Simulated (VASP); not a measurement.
# Ir (P6_3/mmc) in VASP: further runs

The runs below take Ir through single point, with PBEsol.

Program: VASP 6.6.1. These are calculated values, not measurements. Logs are shortened: lines on timing, memory, paths and dates and some standing lists are left out, and cuts for length are marked.

### Step 1. The cell of the first run

It takes space group P6_3/mmc (No. 194, hexagonal). Conventional cell: a = 2.710 Å, b = 2.710 Å, c = 4.395 Å, α = 90.00°, β = 90.00°, γ = 120.00°. Within 3.6 Å of Ir (site symmetry -6m2) lie 12 Ir at 2.70 to 2.71 Å.

### Step 2. Single point, PBEsol (strain -0.015 along x and y, -0.015 along z)

Input file INCAR:

```
SYSTEM = Ir
PREC = Accurate
ENCUT = 520
EDIFF = 1E-6
ISMEAR = 0
SIGMA = 0.15
LREAL = .FALSE.
LASPH = .TRUE.
NELM = 60
ALGO = Fast
ISIF = 2
LWAVE = .FALSE.
LCHARG = .TRUE.
GGA = PS
LELF = .TRUE.
LVHAR = .TRUE.
NBANDS = 16
```

Input file KPOINTS:

```
Automatic mesh
0
G
  18 18 12
  0 0 0
```

Input file POSCAR:

```
Ir
1.0
    2.7101072262      0.0000000000      0.0000000000
   -1.3550536131      2.3470217048      0.0000000000
    0.0000000000      0.0000000000      4.3953556500
Ir
2
Direct
    0.6666666667      0.3333333333      0.7500000000
    0.3333333333      0.6666666667      0.2500000000
```

Potentials or basis: VASP PAW PBE potentials, release 64 (Ir).

Started as:

```
$ cat potpaw_PBE.64/Ir/POTCAR > POTCAR
$ mpirun -np 1 vasp_std > vasp.out
```

OUTCAR:

```text
SYSTEM = Ir
   PREC = Accurate
   ENCUT = 520
   EDIFF = 1E-6
   ISMEAR = 0
   LREAL = .FALSE.
   LASPH = .TRUE.
   NELM = 60
   ISIF = 2
   GGA = PS

 ion  position               nearest neighbor table
   1  0.667  0.333  0.750-   2 2.70   2 2.70   2 2.70   2 2.70   2 2.70   2 2.70
   2  0.333  0.667  0.250-   1 2.70   1 2.70   1 2.70   1 2.70   1 2.70   1 2.70

  LATTYP: Found a hexagonal cell.
 ALAT       =     2.7101072262
 C/A-ratio  =     1.6218382828

  Lattice vectors:

 A1 = (   2.7101072262,   0.0000000000,   0.0000000000)
 A2 = (  -1.3550536131,   2.3470217048,   0.0000000000)
 A3 = (   0.0000000000,   0.0000000000,   4.3953556500)

Analysis of symmetry for initial positions (statically):
=====================================================================
 Subroutine PRICEL returns:
 Original cell was already a primitive cell.

 Routine SETGRP: Setting up the symmetry group for a
 hexagonal supercell.

 Subroutine GETGRP returns: Found 24 space group operations
 (whereof 12 operations were pure point group operations)
 out of a pool of 24 trial point group operations.

The static configuration has the point symmetry D_3d.
 The point group associated with its full space group is D_6h.

Analysis of symmetry for dynamics (positions and initial velocities):
=====================================================================
 Subroutine PRICEL returns:
 Original cell was already a primitive cell.

 Routine SETGRP: Setting up the symmetry group for a
 hexagonal supercell.

 Subroutine GETGRP returns: Found 24 space group operations
 (whereof 12 operations were pure point group operations)
 out of a pool of 24 trial point group operations.

The dynamic configuration has the point symmetry D_3d.
 The point group associated with its full space group is D_6h.

 Subroutine INISYM returns: Found 24 space group operations
 (whereof 12 operations are pure point group operations),
 and found     1 'primitive' translations

----------------------------------------------------------------------------------------

                                     Primitive cell

  volume of cell :      27.9575

  direct lattice vectors                    reciprocal lattice vectors
     2.710107226  0.000000000  0.000000000     0.368989090  0.213035951  0.000000000
    -1.355053613  2.347021705  0.000000000     0.000000000  0.426071901  0.000000000
     0.000000000  0.000000000  4.395355650     0.000000000  0.000000000  0.227512875

  length of vectors
     2.710107226  2.710107226  4.395355650     0.426071901  0.426071901  0.227512875

  position of ions in fractional coordinates (direct lattice)
     0.666666667  0.333333333  0.750000000
     0.333333333  0.666666667  0.250000000

  ion indices of the primitive-cell ions
   primitive index   ion index
                 1           1
                 2           2

----------------------------------------------------------------------------------------

 KPOINTS: Automatic mesh

Automatic generation of k-mesh.
 Grid dimensions read from file:
 generate k-points for:   18   18   12

 Generating k-lattice:

  Cartesian coordinates                     Fractional coordinates (reciprocal lattice)
     0.020499394  0.011835331  0.000000000     0.055555556 -0.000000000  0.000000000
     0.000000000  0.023670661  0.000000000     0.000000000  0.055555556  0.000000000
     0.000000000  0.000000000  0.018959406     0.000000000  0.000000000  0.083333333

  Length of vectors
     0.023670661  0.023670661  0.018959406

  Shift w.r.t. Gamma in fractional coordinates (k-lattice)
     0.000000000  0.000000000  0.000000000

 Subroutine IBZKPT returns following result:
 ===========================================

 Found    259 irreducible k-points:

 Following reciprocal coordinates:
            Coordinates               Weight
  0.000000  0.000000  0.000000      1.000000
  0.055556  0.000000  0.000000      6.000000
  0.111111  0.000000  0.000000      6.000000
  0.166667  0.000000  0.000000      6.000000
  0.222222  0.000000  0.000000      6.000000
  0.277778  0.000000  0.000000      6.000000
[... 16 lines left out ...]
  0.333333  0.111111  0.000000     12.000000
  0.388889  0.111111  0.000000     12.000000
 [... further k-points ...]
   k-points           NKPTS =    259   k-points in BZ     NKDIM =    259   number of bands    NBANDS=     16
   number of dos      NEDOS =    301   number of ions     NIONS =      2
   total plane-waves  NPLWV =  14400
   dimension x,y,z NGX =    20 NGY =   20 NGZ =   36
   dimension x,y,z NGXF=    40 NGYF=   40 NGZF=   72
   ions per type =               2
   NGX,Y,Z   is equivalent  to a cutoff of  12.27, 12.27, 13.62 a.u.
   NGXF,Y,Z  is equivalent  to a cutoff of  24.54, 24.54, 27.23 a.u.
 SYSTEM =  Ir
   PREC   = accura    normal or accurate (medium, high low for compatibility)
   ISTART =      0    job   : 0-new  1-cont  2-samecut
   ICHARG =      2    charge: 1-file 2-atom 10-const
   ISPIN  =      1    spin polarized calculation?
   LNONCOLLINEAR =      F non collinear calculations
   LSORBIT =      F    spin-orbit coupling
   LASPH  =      T    aspherical Exc in radial PAW
   ENCUT  =  520.0 eV  38.22 Ry    6.18 a.u.   5.04  5.04  8.17*2*pi/ulx,y,z
   NELM   =     60;   NELMIN=  2; NELMDL= -5     # of ELM steps
   EDIFF  = 0.1E-05   stopping-criterion for ELM
   LREAL  =      F    real-space projection
   EDIFFG = 0.1E-04   stopping-criterion for IOM
   NSW    =      0    number of steps for IOM
   IBRION =     -1    ionic relax: 0-MD 1-quasi-New 2-CG
   NFREE  =      0    steps in history (QN), initial steepest desc. (CG)
   ISIF   =      2    stress and relaxation
   ISYM   =      2    0-nonsym 1-usesym 2-fastsym
   POTIM  = 0.5000    time-step for ionic-motion
   TEBEG  =    0.0;   TEEND  =   0.0 temperature during run
   PSTRESS=    0.0 pullay stress
   NELECT =      18.0000    total number of electrons
   NUPDOWN=      -1.0000    fix difference up-down
   EMIN   =  10.00;   EMAX   =-10.00  energy-range for DOS
   EFERMI =   0.00;   METHOD = LEGACY
   ISMEAR =     0;   SIGMA  =   0.15  broadening in eV -4-tet -1-fermi 0-gaus
   EFERMI_NEDOS =   21; number of points for ismear=-14 and -15
   IALGO  =     68    algorithm
   IMIX   =      4    mixing-type and parameters
     AMIX     =   0.40;   BMIX     =  1.00
     AMIX_MAG =   1.60;   BMIX_MAG =  1.00
  volume/ion in A,a.u.               =      13.98        94.33
  Fermi-wavevector in a.u.,A,eV,Ry     =   1.413621  2.671357 27.188871  1.998326
  Thomas-Fermi vector in A             =   2.535248
   LORBIT       =      0    0 simple, 1 ext, 2 COOP (PROOUT), +10 PAW based schemes
   GGA     = PS    functional components
   LHFCALC =     F    Hartree Fock is set to
   AEXX    =    0.0000 exact exchange contribution
   IVDW    =     0    specifies the selected vdW correction
   LEPSILON=     F    determine dielectric tensor
   LRPA    =     F    only Hartree local field effects (RPA)
 non-spin polarized calculation
 RMM-DIIS sequential band-by-band and
 Gauss-broadening in eV      SIGMA  =   0.15
  energy-cutoff  :      520.00
  volume of cell :       27.96
 maximum number of plane-waves:       772
   NGX = 11   NGY = 11   NGZ = 17

 number of electron      18.0000001 magnetization

 Free energy of the ion-electron system (eV)
  ---------------------------------------------------
  ext. energy  EPLUGINS =         0.00000000
  ---------------------------------------------------
  free energy    TOTEN  =       -19.49394046 eV

  energy without entropy =      -19.47009630  energy(sigma->0) =      -19.48201838

 E-fermi :  10.5931     XC(G=0): -14.1713

 val. band max:       10.5821815114   @ k =   0.5000   0.0000   0.3333
 cond. band min:      10.5935929504   @ k =   0.3889   0.0000   0.0000
 fundamental gap:      0.0114114390
 Fermi energy:        10.5931463148

 k-point     1 :       0.0000    0.0000    0.0000
  band No.  band energies     occupation
      1      -0.8656      2.00000
      2       2.2066      2.00000
      3       6.5314      2.00000
      4       6.6353      2.00000
      5       6.6353      2.00000
      6       7.3138      2.00000
[... 8 lines left out ...]
     15      26.9795      0.00000
     16      28.0858      0.00000

 k-point     2 :       0.0556    0.0000    0.0000
  band No.  band energies     occupation
      1      -0.7424      2.00000
      2       2.3175      2.00000
      3       6.2897      2.00000
      4       6.7397      2.00000
      5       6.8496      2.00000
      6       7.2439      2.00000
[... 8 lines left out ...]
     15      27.1446      0.00000
     16      28.2889      0.00000

 k-point     3 :       0.1111    0.0000    0.0000
  band No.  band energies     occupation
      1      -0.3827      2.00000
      2       2.6284      2.00000
      3       5.9541      2.00000
      4       6.9887      2.00000
      5       7.0483      2.00000
      6       7.2114      2.00000
[... 8 lines left out ...]
     15      27.5815      0.00000
     16      28.7403      0.00000

 k-point     4 :       0.1667    0.0000    0.0000
  band No.  band energies     occupation
      1       0.1816      2.00000
      2       3.0584      2.00000
      3       5.6268      2.00000
      4       6.5036      2.00000
      5       6.7502      2.00000
      6       7.5475      2.00000
[... 8 lines left out ...]
     15      27.8589      0.00000
     16      28.4814      0.00000

 k-point     5 :       0.2222    0.0000    0.0000
  band No.  band energies     occupation
      1       0.8891      2.00000
      2       3.4146      2.00000
      3       5.4712      2.00000
      4       5.6368      2.00000
      5       6.5364      2.00000
      6       7.2479      2.00000
[... 8 lines left out ...]
     15      27.0638      0.00000
     16      27.4718      0.00000

 k-point     6 :       0.2778    0.0000    0.0000
  band No.  band energies     occupation
      1       1.6349      2.00000
      2       3.4660      2.00000
      3       4.8890      2.00000
      4       5.6209      2.00000
      5       6.5295      2.00000
      6       6.9511      2.00000
[... 8 lines left out ...]
     15      25.9549      0.00000
     16      26.0941      0.00000

 k-point     7 :       0.3333    0.0000    0.0000
  band No.  band energies     occupation
      1       2.2682      2.00000
      2       3.2862      2.00000
      3       4.2884      2.00000
      4       5.9206      2.00000
      5       6.6970      2.00000
      6       6.8390      2.00000
[... 8 lines left out ...]
     15      24.5229      0.00000
     16      25.2911      0.00000

 k-point     8 :       0.3889    0.0000    0.0000
  band No.  band energies     occupation
      1       2.6604      2.00000
      2       3.0769      2.00000
      3       3.8502      2.00000
      4       6.3298      2.00000
      5       6.5039      2.00000
      6       7.0620      2.00000
[... 8 lines left out ...]
     15      23.2855      0.00000
     16      24.6948      0.00000

 k-point     9 :       0.4444    0.0000    0.0000
  band No.  band energies     occupation
      1       2.8004      2.00000
      2       2.9593      2.00000
      3       3.5836      2.00000
      4       6.3836      2.00000
      5       6.7830      2.00000
      6       6.9511      2.00000
[... 8 lines left out ...]
     15      22.4086      0.00000
     16      22.8869      0.00000
[... 172 lines left out ...]
 k-point    19 :       0.1111    0.1111    0.0000
  band No.  band energies     occupation
      1       0.5106      2.00000
      2       3.3261      2.00000
      3       5.3736      2.00000
      4       6.1859      2.00000
      5       6.7082      2.00000
      6       7.1004      2.00000
[... 8 lines left out ...]
     15      26.8393      0.00000
     16      28.2419      0.00000

 k-point    20 :       0.1667    0.1111    0.0000
  band No.  band energies     occupation
      1       1.2077      2.00000
      2       3.7300      2.00000
      3       5.1064      2.00000
      4       5.4570      2.00000
      5       6.5616      2.00000
      6       6.7719      2.00000
[... 8 lines left out ...]
     15      25.4677      0.00000
     16      27.2510      0.00000

 k-point    21 :       0.2222    0.1111    0.0000
  band No.  band energies     occupation
      1       1.9607      2.00000
      2       3.8323      2.00000
      3       4.7976      2.00000
      4       5.1529      2.00000
      5       6.5223      2.00000
      6       6.5789      2.00000
[... 8 lines left out ...]
     15      24.2092      0.00000
     16      26.3814      0.00000

 k-point    22 :       0.2778    0.1111    0.0000
  band No.  band energies     occupation
      1       2.6202      2.00000
      2       3.6393      2.00000
      3       4.2551      2.00000
      4       5.4833      2.00000
      5       6.3524      2.00000
      6       6.8467      2.00000
[... 8 lines left out ...]
     15      22.8535      0.00000
     16      25.6763      0.00000

 k-point    23 :       0.3333    0.1111    0.0000
  band No.  band energies     occupation
      1       3.0379      2.00000
      2       3.4130      2.00000
      3       3.8540      2.00000
      4       5.9405      2.00000
      5       6.2598      2.00000
      6       7.1044      2.00000
[... 8 lines left out ...]
     15      21.5741      0.00000
     16      25.1518      0.00000

 k-point    24 :       0.3889    0.1111    0.0000
  band No.  band energies     occupation
      1       3.1890      2.00000
      2       3.2854      2.00000
      3       3.6083      2.00000
      4       6.2296      2.00000
      5       6.4016      2.00000
      6       6.9059      2.00000
[... 8 lines left out ...]
     15      21.2689      0.00000
     16      24.0211      0.00000

 [... further k-points ...]
[... 5 lines left out ...]
  --------------------------------------------------------------------------------------
  -------------------------------------------------------------------------------------
  Total        0.8265481      0.8265481      0.8617583      0.0000000     -0.0000000      0.0000000
  in kB       47.3675694     47.3675694     49.3853891      0.0000000     -0.0000000      0.0000000
  external PRESSURE =      48.0401760 kB  Pullay stress =       0.0000000 kB

 VOLUME and BASIS-vectors are now :
 -----------------------------------------------------------------------------
  energy-cutoff  :      520.00
  volume of cell :       27.96
      direct lattice vectors                 reciprocal lattice vectors
     2.710107226  0.000000000  0.000000000     0.368989090  0.213035951  0.000000000
    -1.355053613  2.347021705  0.000000000     0.000000000  0.426071901  0.000000000
     0.000000000  0.000000000  4.395355650     0.000000000  0.000000000  0.227512875

 POSITION                                       TOTAL-FORCE (eV/Angst)
 -----------------------------------------------------------------------------------
      1.35505      0.78234      3.29652        -0.000000     -0.000000      0.000000
     -0.00000      1.56468      1.09884         0.000000      0.000000      0.000000
 -----------------------------------------------------------------------------------
    total drift:                                0.000000     -0.000000     -0.000000

  FREE ENERGIE OF THE ION-ELECTRON SYSTEM (eV)
  ---------------------------------------------------
  free  energy   TOTEN  =       -19.4939404601 eV

  energy  without entropy=      -19.4700962957  energy(sigma->0) =      -19.48201838
```

It took 55 s on 1 thread of Intel Xeon 6975P-C (Granite Rapids), shared host; peak memory 0.22 GiB.

What came out:

* Free energy: -19.4939 eV
* Pressure: 4.8 GPa
* Band gap on the k mesh: zero (band 9 reaches 11.59 eV, above the bottom of band 10 at 8.16 eV)

Stress tensor (GPa, compression positive):
```
4.74 0.00 0.00
0.00 4.74 0.00
0.00 0.00 4.94
```

Caveat: the cell differs from its parent crystal (strain -0.015 along x and y, -0.015 along z); the PAW data sets were made with another functional, which shifts forces and pressure a little; spin-orbit coupling is left out, which moves the levels of the heavy elements.

(Continued in part 2 of 2.)
